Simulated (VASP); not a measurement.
# Al (a cell with a defect): single point with PBE

Crystal: Al (a cell with a defect).

```
Al
1.0
     8.10000    0.00000    0.00000
     0.00000    8.10000    0.00000
     0.00000    0.00000    8.10000
Al
31
Direct
  0.74848 0.24754 0.99930
  0.74868 0.99977 0.24727
  0.00078 0.99965 0.99938
  0.25272 0.24759 0.99938
  0.50063 0.49962 0.99947
  0.74873 0.75186 0.99932
  0.25284 0.99960 0.24734
  0.50060 0.24750 0.24725
  0.75165 0.49965 0.25024
  0.50059 0.99955 0.49936
  0.75145 0.25064 0.49943
  0.74854 0.99962 0.75142
  0.00060 0.49972 0.99947
  0.25288 0.75169 0.99942
  0.00065 0.25055 0.25027
  0.24974 0.49966 0.25044
  0.50089 0.75176 0.24727
  0.00059 0.99960 0.49941
  0.24967 0.25046 0.49951
  0.50059 0.49961 0.49947
  0.75162 0.74868 0.49938
  0.25266 0.99972 0.75150
  0.50056 0.24743 0.75155
  0.75144 0.49971 0.74847
  0.00075 0.74879 0.25034
  0.00061 0.49968 0.49940
  0.24988 0.74871 0.49953
  0.00043 0.25050 0.74849
  0.24972 0.49955 0.74860
  0.50077 0.75176 0.75157
  0.00068 0.74876 0.74849
```

| Item | Value |
| --- | --- |
| Program | VASP 6.6.1 |
| Task | single point |
| Functional | PBE |
| Potentials or basis | VASP PAW PBE potentials, release 64 (Al) |
| Cutoff | 520 eV |
| k mesh | 3 × 3 × 3 |
| Occupations | gaussian, width 0.15 eV |
| Spin | no spin polarisation |
| Dipole correction | no |
| Further INCAR settings | LREAL = Auto; ALGO = Normal; EDIFF = 1e-07; NBANDS = 68 |

```json
{
  "Pressure": "-1.2 GPa",
  "Largest force": "0.012 eV/Å"
}
```

Forces on the atoms (eV/Å):
```
Al  -0.005 -0.003  0.002
Al  -0.008 -0.002 -0.002
Al   0.001 -0.002 -0.001
Al   0.001 -0.005  0.004
Al   0.005 -0.001 -0.003
Al  -0.009  0.004  0.002
Al   0.001  0.002 -0.004
Al  -0.001 -0.002 -0.001
Al   0.003 -0.001  0.005
Al   0.006  0.000 -0.003
Al   0.006  0.002 -0.002
Al  -0.008  0.002  0.008
Al   0.005 -0.003 -0.005
Al   0.001  0.007  0.001
Al   0.004  0.007  0.008
Al  -0.004 -0.002  0.005
Al  -0.004  0.005 -0.002
Al   0.004 -0.001 -0.004
Al  -0.007  0.009 -0.005
Al   0.004 -0.002 -0.004
Al   0.001 -0.001 -0.001
Al   0.004 -0.004  0.007
Al   0.001 -0.002  0.005
Al   0.005 -0.001 -0.001
Al   0.001 -0.006  0.005
Al   0.005 -0.004 -0.001
Al  -0.007 -0.006 -0.002
Al   0.005  0.009 -0.005
Al  -0.007  0.001 -0.007
Al  -0.004  0.006  0.005
Al   0.001 -0.006 -0.004
```

Levels at points of the mesh, in eV from the Fermi level:
| k point | band 44 | band 45 | band 46 | band 47 | band 48 | band 49 | band 50 | band 51 |
| --- | --- | --- | --- | --- | --- | --- | --- | --- |
| (0.00, 0.00, 0.00) | -0.28 | -0.28 | 0.41 | 0.50 | 0.50 | 0.50 | 0.54 | 0.54 |

It took 14 min on 1 thread of Oxide Virtual Turin-like Processor, with other jobs on the host, peak memory 0.59 GiB.
